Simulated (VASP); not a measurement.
The system is LiCl.

```
Li Cl
1.0
     0.00000    2.56477    2.56477
     2.56477    0.00000    2.56477
     2.56477    2.56477    0.00000
Li Cl
1 1
Direct
  0.00000 0.00000 0.00000
  0.50000 0.50000 0.50000
```

```yaml
Program: VASP 6.6.1
Task: relaxation of cell and atoms
Functional: PBEsol
Potentials_or_basis: VASP PAW PBE potentials, release 64 (Li_sv, Cl)
Cutoff: 600 eV
k_mesh: 8 × 8 × 8
Occupations: gaussian, width 0.02 eV
Spin: no spin polarisation
```

At the start: pressure -1.3 GPa; volume 16.87 Å³/atom.

**Question.** Where does the relaxation end?

**Answer.** Over 4 steps the energy falls by 2.8 meV/atom and the volume is 16.20 Å³/atom (-4.0 %); space group Fm-3m (No. 225, to 0.05 Å).

The path:
```csv
step,energy change (eV),largest force (eV/Å),pressure (GPa),volume (Å³)
1,0.0000,0.0000,-1.30,33.74
2,-0.0042,0.0000,-0.69,33.08
3,-0.0056,0.0000,-0.07,32.47
4,-0.0057,0.0000,0.00,32.40
```

Final structure:
```
Li Cl
1.0
     0.00000    2.53036    2.53036
     2.53036    0.00000    2.53036
     2.53036    2.53036    0.00000
Li Cl
1 1
Direct
  0.00000 0.00000 0.00000
  0.50000 0.50000 0.50000
```

Caveat: the cutoff is under 1.25 times the usual one of these potentials, so pressure, stress and relaxed cells hold a basis-set (Pulay) error; the PAW data sets were made with another functional, which shifts forces and pressure a little.
